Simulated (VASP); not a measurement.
A run of VASP 6.6.1 is set up as follows.

File INCAR:

```
PREC     = Accurate       # precision mode
ENCUT    = 520            # plane-wave cutoff, eV
EDIFF    = 1E-6           # SCF threshold, eV
ISMEAR   = 0              # smearing method
SIGMA    = 0.1            # smearing width, eV
LREAL    = False          # projectors in reciprocal space
LASPH    = True           # aspherical terms in the spheres
NELM     = 60             # most SCF steps
ALGO     = Normal         # electronic algorithm
ISIF     = 2              # what is computed and relaxed
LWAVE    = False          # write WAVECAR
LCHARG   = False          # write CHGCAR
GGA      = PE             # functional
NBANDS   = 43             # bands
```

File KPOINTS:

```
Automatic mesh
0
Gamma
  6 6 4
```

Contents of POSCAR:

```
Zr5C2
1.0
    5.1994897500      0.0000000000      0.0000000000
   -2.5997448800      4.5028902100      0.0000000000
    0.0000000000      0.0000000000      5.5723800100
Zr C
5 2
Direct
    0.5000000000      0.0000000000      0.0000000000
    0.0000000000      0.5000000000      0.0000000000
    0.5000000000      0.5000000000      0.0000000000
    0.3333333300      0.6666666700      0.5000000000
    0.6666666700      0.3333333300      0.5000000000
    0.0000000000      0.0000000000      0.7150591700
    0.0000000000      0.0000000000      0.2849408300
```

Potentials or basis: VASP PAW PBE potentials, release 64 (Zr_sv, C).

The run is started by

```console
$ cat potpaw_PBE.64/Zr_sv/POTCAR potpaw_PBE.64/C/POTCAR > POTCAR
$ mpirun -np 1 vasp_std > vasp.out
```

(1) Estimate the band gap on the k mesh.

(2) Estimate the pressure.

(3) Predict the largest force.

## Answers

(1) zero (bands 34 and 35 overlap by 0.96 eV).

(2) -1.0 GPa.

(3) 0.298 eV/Å.

Caveat: the stress differs along the axes, from -8 to 2 GPa.
